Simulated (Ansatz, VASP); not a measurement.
## NaF: VASP beside Ansatz

INCAR

```
SYSTEM = NaF
ALGO = Normal ; EDIFF = 1E-6
EDIFFG = -0.01 ; ENCUT = 600
GGA = PE ; IBRION = 2
ISIF = 3 ; ISMEAR = 0
LASPH = .True. ; LCHARG = .False.
LREAL = .False. ; LWAVE = .False.
NELM = 100 ; NSW = 100
PREC = Accurate ; SIGMA = 0.02
```

KPOINTS

```
k-points
0
Gamma
  6 6 4
  0 0 0
```

The input POSCAR:

```
NaF
1.0
    3.8085309178      0.0000000000      0.0000000000
   -1.9042654589      3.2982845260      0.0000000000
    0.0000000000      0.0000000000      7.4001015662
Na F
3 3
Direct
    0.1637248621      0.8362751379      0.6666666667
    0.1637248621      0.3274497242      0.3333333333
    0.6725502758      0.8362751379      0.0000000000
    0.8354823857      0.1645176143      0.6666666667
    0.8354823857      0.6709647714      0.3333333333
    0.3290352286      0.1645176143      0.0000000000
```

Input for Ansatz:

```yaml
crystal:
  lattice:
    - [3.8085309178, 0.0, 0.0]
    - [-1.9042654589, 3.298284526, 0.0]
    - [0.0, 0.0, 7.4001015662]
  atoms:
    - { symbol: Na, position: [0.1637248621, 0.8362751379, 0.6666666667] }
    - { symbol: Na, position: [0.1637248621, 0.3274497242, 0.3333333333] }
    - { symbol: Na, position: [0.6725502758, 0.8362751379, 0.0] }
    - { symbol: F, position: [0.8354823857, 0.1645176143, 0.6666666667] }
    - { symbol: F, position: [0.8354823857, 0.6709647714, 0.3333333333] }
    - { symbol: F, position: [0.3290352286, 0.1645176143, 0.0] }
basis:
  ecutwfc: 420
kpoints:
  mp_grid: { grid: [6, 6, 4] }
hamiltonian:
  xc: pbe
scf:
  occupations: { method: gaussian, width: 0.02 }
output:
  forces: true
  stress: true
  eigenvalues: true
  write_density: true
  write_potential: true
  elf: true
  volumetric_format: npy
relax:
  adjacent_minimum: "off"
  f_tol: 0.01
  max_steps: 80
  cell: { stress_tol: 0.05 }
```

Alike in both runs: task relaxation of cell and atoms; functional PBE; k mesh 6 × 6 × 4; occupations gaussian, width 0.02 eV; no spin polarisation.

|  | VASP | Ansatz |
| --- | --- | --- |
| version | VASP 6.6.1 | Ansatz 0.2.0 |
| potentials or method | VASP PAW PBE potentials, release 64 (Na_pv, F), cutoff 600 eV | scalar-relativistic, plane waves, PAW |
| valence electrons in the cell | 42 | 48 |

Ansatz gave:

| Property | Result |
| --- | --- |
| gap on the k mesh at the Fermi level, each at its own relaxed structure (eV) | 4.85 |
| relaxed volume (Å³/atom) | 15.70 |
| relaxed cell length with the largest relative difference (Å) | 7.517 |

**Question.** Estimate VASP's values.

**Answer.** gap on the k mesh at the Fermi level, each at its own relaxed structure (eV): 4.85; relaxed volume (Å³/atom): 15.49; relaxed cell length with the largest relative difference (Å): 7.400.

VASP's potentials hold 42 valence electrons a cell and Ansatz's 48, so a difference there can come from the potentials and not from the codes.

Noted on VASP's run: the relaxation stopped at its first step, so nothing moved.
